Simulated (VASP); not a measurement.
A run of VASP 6.6.1 is set up as follows.

INCAR

```
PREC = Accurate
ENCUT = 520
EDIFF = 1E-7
ISMEAR = 0
SIGMA = 0.02
LREAL = Auto
LASPH = True
NELM = 60
ALGO = Normal
ISIF = 2
LWAVE = False
LCHARG = False
GGA = PE
NBANDS = 48
NELECT = 66.0
```

File KPOINTS:

```
Automatic mesh
0
Gamma
  2 2 2
```

The input POSCAR:

```
LiSi16
1.0
    0.0000000000      5.4300000000      5.4300000000
    5.4300000000      0.0000000000      5.4300000000
    5.4300000000      5.4300000000      0.0000000000
Si Li
16 1
Direct
   -0.0010645488      0.0065028545     -0.0047687845
    0.1184454880      0.1260110497      0.1292029466
   -0.0158139042      0.0059444751      0.5035538674
    0.1189733886      0.1407441068      0.6208768877
   -0.0010705341      0.4990018416     -0.0047548803
    0.1330965009      0.6331694291      0.1002397790
    0.0093446593      0.5094347145      0.4713956722
    0.1189566298      0.6190365562      0.6208837017
    0.4917759669     -0.0081483425      0.0241859116
    0.6259408840      0.1260151013      0.1291891344
    0.5058783610      0.0059634438      0.5035288214
    0.6154810313      0.1155646409      0.6530257827
    0.5064313076      0.4990093923     -0.0047731123
    0.6259379374      0.6185208103      0.1291998158
    0.5058635359      0.4842685083      0.5035482505
    0.6406571823      0.6190579190      0.6208746777
    0.3123471455      0.8124384899      0.5623837937
```

Potentials or basis: VASP PAW PBE potentials, release 64 (Si, Li_sv).

The run is started by

```sh
$ cat potpaw_PBE.64/Si/POTCAR potpaw_PBE.64/Li_sv/POTCAR > POTCAR
$ mpirun -np 1 vasp_std > vasp.out
```

**Question.** Estimate the largest force.

**Answer.** 0.043 eV/Å.

Forces in eV/Å, atoms in the order of the input:
```
Si  -0.034 -0.016  0.015
Si   0.014  0.035 -0.015
Si   0.013 -0.038 -0.013
Si   0.038 -0.013  0.013
Si  -0.016 -0.016  0.034
Si  -0.011 -0.011  0.012
Si   0.018  0.019 -0.017
Si  -0.012 -0.013 -0.037
Si   0.013  0.014 -0.012
Si   0.014  0.014 -0.035
Si   0.014  0.013  0.036
Si  -0.019 -0.019  0.020
Si  -0.016 -0.034  0.015
Si   0.035  0.014 -0.015
Si  -0.038  0.013 -0.013
Si  -0.013  0.037  0.013
Li   0.002  0.002  0.001
```

Caveat: the k points lie up to 0.50 Å⁻¹ apart; the cell carries a net charge on a neutralising background, which shifts energy and pressure.
